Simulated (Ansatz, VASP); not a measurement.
# Ga in VASP and in Ansatz

```
Ga
1.0
     4.37513    0.00000    0.00000
    -2.18757    3.78898    0.00000
     0.00000    0.00000    5.15886
Ga
4
Cartesian
  0.0000 0.0000 1.2897
  0.0000 0.0000 3.8691
  0.0000 2.5260 3.8691
  2.1876 1.2630 1.2897
```

Alike in both runs: functional PBEsol; k mesh 6 × 6 × 4; occupations gaussian, width 0.1 eV; no spin polarisation.

Ansatz relaxed the structure, and its values are those at the end. VASP's run is a single point on that final structure, the one shown.

|  | VASP | Ansatz |
| --- | --- | --- |
| version | VASP 6.6.1 | Ansatz 0.2.0 |
| potentials or method | VASP PAW PBE potentials, release 64 (Ga_d), cutoff 520 eV | scalar-relativistic, plane waves, PAW |
| valence electrons in the cell | 52 | 52 |

VASP gave:

| Quantity | Value |
| --- | --- |
| gap on the k mesh at the Fermi level (eV) | none |
| pressure (GPa) | -0.2 |

Question: Which values does Ansatz return?

Answer: gap on the k mesh at the Fermi level (eV): none; pressure (GPa): -0.1.

VASP's potentials were made for PBE, not for PBEsol. A gap of «none» marks a metal or a gap that the smearing closes.
